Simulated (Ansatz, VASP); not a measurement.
Mo: VASP beside Ansatz

```
Mo
1.0
    -1.58138    1.58138    1.58138
     1.58138   -1.58138    1.58138
     1.58138    1.58138   -1.58138
Mo
1
Direct
  0.00000 0.00000 0.00000
```

Alike in both runs: task single point; functional PBE; k mesh 14 × 14 × 14; occupations gaussian, width 0.01 eV; no spin polarisation.

|  | VASP | Ansatz |
| --- | --- | --- |
| version | VASP 6.6.1 | Ansatz 0.2.0 |
| potentials or method | VASP PAW PBE potentials, release 64 (Mo_sv), cutoff 520 eV | plane waves (420 eV) with PAW, scalar-relativistic |
| valence electrons in the cell | 14 | 14 |

Ansatz gave:

```
pressure (GPa) : 0.2
```

Q: What did VASP give for the same quantities?

A: Pressure (GPa): 0.7.
